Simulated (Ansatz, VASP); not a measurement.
# ZrSi3: VASP beside Ansatz

```
Zr Si
1.0
     5.08907    0.00000    0.00000
    -2.54454    4.40727    0.00000
     0.00000    0.00000    2.82304
Zr Si
1 3
Direct
  0.00000 0.00000 0.50000
  0.50000 0.00000 0.00000
  0.00000 0.50000 0.00000
  0.50000 0.50000 0.00000
```

Alike in both runs: functional PBE; k mesh 6 × 6 × 4; occupations gaussian, width 0.1 eV; no spin polarisation.

Ansatz relaxed the structure, and its values are those at the end. VASP's run is a single point on that final structure, the one shown.

|  | VASP | Ansatz |
| --- | --- | --- |
| version | VASP 6.6.1 | Ansatz 0.2.0 |
| potentials or method | VASP PAW PBE potentials, release 64 (Zr_sv, Si), cutoff 520 eV | scalar-relativistic, plane waves, PAW |
| valence electrons in the cell | 24 | 24 |

|  | VASP | Ansatz | Ansatz less VASP |
| --- | --- | --- | --- |
| gap on the k mesh at the Fermi level (eV) | none | none | - |
| pressure (GPa) | 0.0 | 0.0 | 0.00 |

A gap of «none» marks a metal or a gap that the smearing closes. With one functional, cell and mesh, what is left measures potentials, basis and numerics.

The k mesh is coarse, so the values compare programs but aren't converged.
